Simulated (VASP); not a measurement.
# NaH (Fm-3m) in VASP: a series of runs

NaH is run at these levels: PBEsol; tasks: relaxation of cell and atoms.

Program: VASP 6.6.1. These are calculated values, not measurements. Logs are shortened: lines on timing, memory, paths and dates and some standing lists are left out, and cuts for length are marked.

### 1 The cell of the first run

It takes space group Fm-3m (No. 225, cubic). Conventional cell: a = 4.791 Å, b = 4.791 Å, c = 4.791 Å, α = 90.00°, β = 90.00°, γ = 90.00°. Within 3.2 Å of Na (site symmetry m-3m) lie 6 H at 2.40 Å. H (site symmetry m-3m) has 6 Na at 2.40 Å within 3.2 Å.

### 2 Relaxation of cell and atoms, PBEsol, target pressure 7 GPa, at which the enthalpy is minimised

Input file INCAR:

```
SYSTEM = NaH
PREC     = Accurate       ! precision mode
ENCUT    = 600            ! plane-wave cutoff, eV
EDIFF    = 1E-7           ! SCF threshold, eV
ISMEAR   = 0              ! smearing method
SIGMA    = 0.01           ! smearing width, eV
LREAL    = .False.        ! projectors in reciprocal space
LASPH    = .True.         ! aspherical terms in the spheres
NELM     = 100            ! most SCF steps
ALGO     = Normal         ! electronic algorithm
ISIF     = 3              ! what is computed and relaxed
LWAVE    = .False.        ! write WAVECAR
LCHARG   = .False.        ! write CHGCAR
GGA      = PS             ! functional
IBRION   = 2              ! ionic algorithm
NSW      = 100            ! ionic steps
EDIFFG   = -0.002         ! ionic threshold
PSTRESS  = 70.0
```

Input file KPOINTS:

```
regular mesh
0
Gamma
  8 8 8
  0 0 0
```

Input file POSCAR:

```
NaH
1.0
    2.3956768457      2.3956768457      0.0000000000
   -2.3956768457      2.3956768457      0.0000000000
    0.0000000000      2.3956768457      2.3956768457
Na H
1 1
Direct
    0.0000000000      0.0000000000      0.0000000000
    0.5000000000      0.5000000000      0.0000000000
```

Potentials or basis: VASP PAW PBE potentials, release 64 (Na_pv, H).

Command:

```console
$ cat potpaw_PBE.64/Na_pv/POTCAR potpaw_PBE.64/H/POTCAR > POTCAR
$ mpirun -np 1 vasp_std > vasp.out
```

OUTCAR:

```text
SYSTEM = NaH
   PREC = Accurate
   ENCUT = 600
   EDIFF = 1E-7
   ISMEAR = 0
   LREAL = .False.
   LASPH = .True.
   NELM = 100
   ISIF = 3
   GGA = PS
   IBRION = 2
   NSW = 100
   EDIFFG = -0.002
   PSTRESS = 70.0

 ion  position               nearest neighbor table
   1  0.000  0.000  0.000-
   2  0.500  0.500  0.000-

  LATTYP: Found a face centered cubic cell.
 ALAT       =     4.7913536914

  Lattice vectors:

 A1 = (   0.0000000000,   2.3956768457,   2.3956768457)
 A2 = (   2.3956768457,   0.0000000000,   2.3956768457)
 A3 = (   2.3956768457,   2.3956768457,   0.0000000000)

Analysis of symmetry for initial positions (statically):
=====================================================================
 Subroutine PRICEL returns:
 Original cell was already a primitive cell.

 Routine SETGRP: Setting up the symmetry group for a
 face centered cubic supercell.

 Subroutine GETGRP returns: Found 48 space group operations
 (whereof 48 operations were pure point group operations)
 out of a pool of 48 trial point group operations.

The static configuration has the point symmetry O_h .

Analysis of symmetry for dynamics (positions and initial velocities):
=====================================================================
 Subroutine PRICEL returns:
 Original cell was already a primitive cell.

 Routine SETGRP: Setting up the symmetry group for a
 face centered cubic supercell.

 Subroutine GETGRP returns: Found 48 space group operations
 (whereof 48 operations were pure point group operations)
 out of a pool of 48 trial point group operations.

The dynamic configuration has the point symmetry O_h .

 Subroutine INISYM returns: Found 48 space group operations
 (whereof 48 operations are pure point group operations),
 and found     1 'primitive' translations

----------------------------------------------------------------------------------------

                                     Primitive cell

  volume of cell :      27.4989

  direct lattice vectors                    reciprocal lattice vectors
     2.395676846  2.395676846  0.000000000     0.208709284  0.208709284 -0.208709284
    -2.395676846  2.395676846  0.000000000    -0.208709284  0.208709284 -0.208709284
     0.000000000  2.395676846  2.395676846     0.000000000  0.000000000  0.417418569

  length of vectors
     3.387998686  3.387998686  3.387998686     0.361495085  0.361495085  0.417418569

  position of ions in fractional coordinates (direct lattice)
     0.000000000  0.000000000  0.000000000
     0.500000000  0.500000000  0.000000000

  ion indices of the primitive-cell ions
   primitive index   ion index
                 1           1
                 2           2

----------------------------------------------------------------------------------------

 KPOINTS: regular mesh

Automatic generation of k-mesh.
 Grid dimensions read from file:
 generate k-points for:    8    8    8

 Generating k-lattice:

  Cartesian coordinates                     Fractional coordinates (reciprocal lattice)
     0.026088661  0.026088661 -0.026088661     0.125000000  0.000000000  0.000000000
    -0.026088661  0.026088661 -0.026088661     0.000000000  0.125000000  0.000000000
     0.000000000  0.000000000  0.052177321     0.000000000  0.000000000  0.125000000

  Length of vectors
     0.045186886  0.045186886  0.052177321

  Shift w.r.t. Gamma in fractional coordinates (k-lattice)
     0.000000000  0.000000000  0.000000000

 Subroutine IBZKPT returns following result:
 ===========================================

 Found     29 irreducible k-points:

 Following reciprocal coordinates:
            Coordinates               Weight
  0.000000  0.000000  0.000000      1.000000
  0.125000  0.000000  0.000000      8.000000
  0.250000  0.000000  0.000000      8.000000
  0.375000  0.000000  0.000000      8.000000
  0.500000  0.000000  0.000000      4.000000
  0.125000  0.125000  0.000000     12.000000
[... 16 lines left out ...]
  0.375000  0.250000  0.125000     48.000000
  0.500000  0.250000  0.125000     24.000000
[... 41 lines left out ...]
  ---------------------------------------------------
  ext. energy  EPLUGINS =         0.00000000
  ---------------------------------------------------
  free energy    TOTEN  =        -5.08621041 eV

  energy without entropy =       -5.08621041  energy(sigma->0) =       -5.08621041

------------------------ aborting loop because EDIFF is reached ----------------------------------------

  FORCE on cell =-STRESS in cart. coord.  units (eV):
  Direction    XX          YY          ZZ          XY          YZ          ZX
  --------------------------------------------------------------------------------------
  -------------------------------------------------------------------------------------
  Total        0.0045015      0.0045015      0.0045015     -0.0000000     -0.0000000     -0.0000000
  in kB        0.2622755      0.2622755      0.2622755     -0.0000000     -0.0000000     -0.0000000
  external PRESSURE =     -69.7377245 kB  Pullay stress =      70.0000000 kB
[... 93 lines left out ...]
  FREE ENERGIE OF THE ION-ELECTRON SYSTEM (eV)
  ---------------------------------------------------
  free  energy   TOTEN  =        -5.0132247520 eV

  energy  without entropy=       -5.0132247520  energy(sigma->0) =       -5.01322475

  enthalpy is  TOTEN    =        -4.0071011549 eV   P V=        1.0061235972

[... ionic steps 4 to 14 ...]

--------------------------------------- Ionic step       15  -------------------------------------------

 number of electron       8.0000002 magnetization

------------------------ aborting loop because EDIFF is reached ----------------------------------------

  FORCE on cell =-STRESS in cart. coord.  units (eV):
  Direction    XX          YY          ZZ          XY          YZ          ZX
  --------------------------------------------------------------------------------------
  -------------------------------------------------------------------------------------
  Total        0.9772790      0.9772790      0.9772790      0.0000000     -0.0000000     -0.0000000
  in kB       69.3697533     69.3697533     69.3697533      0.0000000     -0.0000000     -0.0000000
  external PRESSURE =      -0.6302467 kB  Pullay stress =      70.0000000 kB
[... 61 lines left out ...]
  enthalpy is  TOTEN    =        -4.0086496815 eV   P V=        0.9856380746

--------------------------------------- Ionic step       17  -------------------------------------------

 number of electron       8.0000002 magnetization

 Free energy of the ion-electron system (eV)
  ---------------------------------------------------
  ext. energy  EPLUGINS =         0.00000000
  ---------------------------------------------------
  free energy    TOTEN  =        -4.99325112 eV

  energy without entropy =       -4.99325112  energy(sigma->0) =       -4.99325112

 E-fermi :  -0.2158     XC(G=0):  -8.6956

 val. band max:       -0.2764284251   @ k =   0.5000   0.5000   0.2500
 cond. band min:       3.6527932573   @ k =   0.5000   0.0000   0.0000
 fundamental gap:      3.9292216824
 Fermi energy:        -0.2157718591

 k-point     1 :       0.0000    0.0000    0.0000
  band No.  band energies     occupation
      1     -21.9388      2.00000
      2     -21.9388      2.00000
      3     -21.9388      2.00000
      4      -4.6820      2.00000
      5      12.2843      0.00000
      6      16.8549      0.00000
      7      16.8549      0.00000
      8      16.8549      0.00000
[... 243 lines left out ...]
 k-point    24 :       0.5000    0.2500    0.1250
  band No.  band energies     occupation
      1     -22.1103      2.00000
      2     -22.0114      2.00000
      3     -21.9774      2.00000
      4      -0.8445      2.00000
      5       4.5526      0.00000
      6       8.2563      0.00000
      7      12.1250      0.00000
      8      16.8016      0.00000

 [... further k-points ...]

------------------------ aborting loop because EDIFF is reached ----------------------------------------

  FORCE on cell =-STRESS in cart. coord.  units (eV):
  Direction    XX          YY          ZZ          XY          YZ          ZX
  --------------------------------------------------------------------------------------
  -------------------------------------------------------------------------------------
  Total        0.9879128      0.9879128      0.9879128     -0.0000000      0.0000000     -0.0000000
  in kB       70.2355950     70.2355950     70.2355950     -0.0000000      0.0000000     -0.0000000
  external PRESSURE =       0.2355950 kB  Pullay stress =      70.0000000 kB
[... 17 lines left out ...]
  FREE ENERGIE OF THE ION-ELECTRON SYSTEM (eV)
  ---------------------------------------------------
  free  energy   TOTEN  =        -4.9932511174 eV

  energy  without entropy=       -4.9932511174  energy(sigma->0) =       -4.99325112

  enthalpy is  TOTEN    =        -4.0086521487 eV   P V=        0.9845989686

 reached required accuracy - stopping structural energy minimisation
```

It took 79 s on 1 thread of Intel Xeon 8259CL, shared host; peak memory 0.16 GiB.

What came out:

| Property | Result |
| --- | --- |
| Free energy | -4.9933 eV |
| Relaxed volume | 11.27 Å³/atom |
| Relaxed cell | a = 3.171 Å, b = 3.171 Å, c = 3.171 Å, α = 60.00°, β = 60.00°, γ = 90.00° |
| Space group after relaxing (to 0.1 Å) | Fm-3m (No. 225) |
| Energy change on relaxing (the run minimises the enthalpy) | +46.5 meV/atom |
| Ionic steps | 17 |
| Pressure after relaxing | 7.0 GPa |
| Band gap on the k mesh | 3.93 eV (least direct gap 4.92 eV) |

Step by step:
| step | energy change (eV) | largest force (eV/Å) | pressure (GPa) | volume (Å³) |
| --- | --- | --- | --- | --- |
| 1 | 0.0000 | 0.0000 | 0.03 | 27.50 |
| 2 | 0.0172 | 0.0000 | 2.52 | 25.19 |
| 3 | 0.0730 | 0.0000 | 5.99 | 23.03 |
| 4 | 0.0949 | 0.0000 | 7.11 | 22.49 |
| 5 | 0.0908 | 0.0000 | 6.84 | 22.59 |
| 6 | 0.0908 | 0.0000 | 6.89 | 22.59 |
| 7 | 0.0909 | 0.0000 | 6.89 | 22.58 |
| 8 | 0.0909 | 0.0000 | 6.91 | 22.58 |
| 9 | 0.0909 | 0.0000 | 6.91 | 22.58 |
| 10 | 0.0909 | 0.0000 | 6.91 | 22.58 |
| 11 | 0.0909 | 0.0000 | 6.91 | 22.58 |
| 12 | 0.0910 | 0.0000 | 6.90 | 22.58 |
| 13 | 0.0910 | 0.0000 | 6.90 | 22.58 |
| 14 | 0.0911 | 0.0000 | 6.92 | 22.58 |
| 15 | 0.0914 | 0.0000 | 6.94 | 22.57 |
| 16 | 0.0919 | 0.0000 | 6.97 | 22.56 |
| 17 | 0.0930 | 0.0000 | 7.02 | 22.54 |

Final structure:
```
Na H
1.0
     2.24189    2.24189    0.00000
    -2.24189    2.24189    0.00000
     0.00000    2.24189    2.24189
Na H
1 1
Direct
  0.00000 0.00000 0.00000
  0.50000 0.50000 0.00000
```

Caveat: the cell is relaxed towards a set pressure, so the run minimises the enthalpy, not the energy; the volume moved by over 15 % at a fixed basis, so the end points are rough; the PAW data sets were made with another functional, which shifts forces and pressure a little.

### 3 Relaxation of cell and atoms, PBEsol, target pressure 10 GPa, at which the enthalpy is minimised

Input file INCAR:

```
PREC = Accurate ; ENCUT = 600
EDIFF = 1E-7 ; ISMEAR = 0
SIGMA = 0.01 ; LREAL = False
LASPH = True ; NELM = 100
ALGO = Normal ; ISIF = 3
LWAVE = False ; LCHARG = False
GGA = PS ; IBRION = 2
NSW = 100 ; EDIFFG = -0.002
PSTRESS = 100.0
```

Input file KPOINTS:

```
regular mesh
0
Gamma
  8 8 8
```

POSCAR is that of step 2.

Potentials or basis: VASP PAW PBE potentials, release 64 (Na_pv, H).

Command:

```console
$ cat potpaw_PBE.64/Na_pv/POTCAR potpaw_PBE.64/H/POTCAR > POTCAR
$ mpirun -np 1 vasp_std > vasp.out
```

Run time: 1.8 min. Hardware: 1 thread of Intel Xeon 8259CL, shared host; peak memory 0.15 GiB.

The run converged. Its results:

- Free energy: -4.9283 eV
- Relaxed volume: 10.65 Å³/atom
- Relaxed cell: a = 3.112 Å, b = 3.112 Å, c = 3.112 Å, α = 60.00°, β = 60.00°, γ = 90.00°
- Space group after relaxing (to 0.1 Å): Fm-3m (No. 225)
- Energy change on relaxing (the run minimises the enthalpy): +78.9 meV/atom
- Ionic steps: 21
- Pressure after relaxing: 10.0 GPa
- Band gap on the k mesh: 4.03 eV (least direct gap 5.04 eV)

Step by step:
```csv
step,energy change (eV),largest force (eV/Å),pressure (GPa),volume (Å³)
1,0.0000,0.0000,0.03,27.50
2,0.0361,0.0000,3.89,24.23
3,0.1254,0.0000,8.54,21.87
4,0.1616,0.0000,10.17,21.25
5,0.1544,0.0000,9.84,21.36
6,0.1544,0.0000,9.84,21.36
7,0.1545,0.0000,9.84,21.36
8,0.1545,0.0000,9.86,21.36
9,0.1545,0.0000,9.85,21.36
10,0.1545,0.0000,9.85,21.36
11,0.1545,0.0000,9.85,21.36
12,0.1545,0.0000,9.85,21.36
13,0.1546,0.0000,9.85,21.36
14,0.1546,0.0000,9.85,21.36
15,0.1548,0.0000,9.84,21.35
16,0.1550,0.0000,9.88,21.35
17,0.1555,0.0000,9.90,21.34
18,0.1564,0.0000,9.95,21.33
19,0.1584,0.0000,10.04,21.30
20,0.1575,0.0000,9.96,21.31
21,0.1579,0.0000,10.01,21.30
```

Final structure:
```xyz
2
Lattice="2.2003 2.2003 0.0000 -2.2003 2.2003 0.0000 0.0000 2.2003 2.2003" Properties=species:S:1:pos:R:3 pbc="T T T"
Na   -2.2003    4.4006    2.2003
H     0.0000    2.2003    0.0000
```

Levels at points of the mesh, in eV from the valence-band top:
| k point | band 1 | band 2 | band 3 | band 4 | band 5 | band 6 | band 7 | band 8 |
| --- | --- | --- | --- | --- | --- | --- | --- | --- |
| (0.00, 0.00, 0.00) | -21.59 | -21.59 | -21.59 | -4.59 | 13.16 | 17.59 | 17.59 | 17.59 |
| (0.50, 0.00, 0.00) | -21.84 | -21.62 | -21.62 | -1.01 | 4.03 | 12.71 | 15.06 | 15.06 |
| (0.50, 0.50, 0.00) | -21.81 | -21.67 | -21.67 | -0.27 | 5.02 | 10.82 | 12.39 | 12.39 |

Caveat: the cell is relaxed towards a set pressure, so the run minimises the enthalpy, not the energy; the volume moved by over 15 % at a fixed basis, so the end points are rough; the PAW data sets were made with another functional, which shifts forces and pressure a little. A k mesh can miss the band edges.

### 4 Relaxation of cell and atoms, PBEsol, target pressure 15 GPa, at which the enthalpy is minimised

Input file INCAR:

```
PREC = Accurate
ENCUT = 600
EDIFF = 1E-6
ISMEAR = 0
SIGMA = 0.01
LREAL = False
LASPH = True
NELM = 100
ALGO = Normal
ISIF = 3
LWAVE = False
LCHARG = False
GGA = PS
IBRION = 2
NSW = 100
EDIFFG = -0.002
PSTRESS = 150.0
```

KPOINTS is that of step 3.

POSCAR is that of step 3.

Command:

```console
$ cat potpaw_PBE.64/Na_pv/POTCAR potpaw_PBE.64/H/POTCAR > POTCAR
$ mpirun -np 1 vasp_std > vasp.out
```

It took 81 s on 1 thread of Intel Xeon 8259CL, shared host; peak memory 0.15 GiB.

It converged, with:

```
Free energy                                                : -4.8078 eV
Relaxed volume                                             : 9.87 Å³/atom
Relaxed cell                                               : a = 3.034 Å, b = 3.034 Å, c = 3.034 Å, α = 60.00°, β = 60.00°, γ = 90.00°
Space group after relaxing (to 0.1 Å)                      : Fm-3m (No. 225)
Energy change on relaxing (the run minimises the enthalpy) : +139.2 meV/atom
Ionic steps                                                : 19
Pressure after relaxing                                    : 15.0 GPa
Band gap on the k mesh                                     : 4.17 eV (least direct gap 5.19 eV)
```

Step by step:
```
step  energy change (eV)  largest force (eV/Å)  pressure (GPa)  volume (Å³)
   1              0.0000                0.0000            0.01        27.50
   2              0.0863                0.0000            6.90        22.69
   3              0.2143                0.0000           12.48        20.50
   4              0.2847                0.0000           15.28        19.68
   5              0.2717                0.0000           14.62        19.82
   6              0.2718                0.0000           14.71        19.81
   7              0.2722                0.0000           14.69        19.81
   8              0.2722                0.0000           14.77        19.81
   9              0.2722                0.0000           14.74        19.81
  10              0.2722                0.0000           14.75        19.81
  11              0.2723                0.0000           14.75        19.81
  12              0.2724                0.0000           14.74        19.81
  13              0.2726                0.0000           14.74        19.81
  14              0.2730                0.0000           14.85        19.80
  15              0.2739                0.0000           14.83        19.79
  16              0.2757                0.0000           14.92        19.77
  17              0.2792                0.0000           15.06        19.73
  18              0.2777                0.0000           14.95        19.75
  19              0.2784                0.0000           15.01        19.74
```

Final structure:
```yaml
crystal:
  lattice:
    - [2.14517, 2.14517, 0.00000]
    - [-2.14517, 2.14517, 0.00000]
    - [0.00000, 2.14517, 2.14517]
  atoms:
    - { symbol: Na, position: [0.00000, 0.00000, 0.00000] }
    - { symbol: H, position: [0.50000, 0.50000, 0.00000] }
```

Levels at points of the mesh, in eV from the valence-band top:
| k point | band 1 | band 2 | band 3 | band 4 | band 5 | band 6 | band 7 | band 8 |
| --- | --- | --- | --- | --- | --- | --- | --- | --- |
| (0.00, 0.00, 0.00) | -21.51 | -21.51 | -21.51 | -4.83 | 14.00 | 18.23 | 18.23 | 18.23 |
| (0.50, 0.00, 0.00) | -21.82 | -21.54 | -21.54 | -1.03 | 4.17 | 13.34 | 15.59 | 15.59 |
| (0.50, 0.50, 0.00) | -21.78 | -21.61 | -21.61 | -0.30 | 5.23 | 11.11 | 12.97 | 12.97 |

Caveat: the cell is relaxed towards a set pressure, so the run minimises the enthalpy, not the energy; the volume moved by over 15 % at a fixed basis, so the end points are rough; the PAW data sets were made with another functional, which shifts forces and pressure a little.

### 5 The runs side by side

```tsv
cell	gap on the mesh (eV)	pressure (GPa)
relaxed to 7 GPa	3.93	7.0
relaxed to 10 GPa	4.03	10.0
relaxed to 15 GPa	4.17	15.0
```

Alike in all rows: task relaxation of cell and atoms; level PBEsol; potentials or basis VASP PAW PBE potentials, release 64 (Na_pv, H); no spin polarisation; k mesh 8 × 8 × 8; cutoff (eV) 600; smearing gaussian 0.01 eV.

Caveats: the cell is relaxed towards a set pressure, so the run minimises the enthalpy, not the energy; the volume moved by over 15 % at a fixed basis, so the end points are rough; the PAW data sets were made with another functional, which shifts forces and pressure a little.

Absolute energies hang on the potentials; compare differences alone.
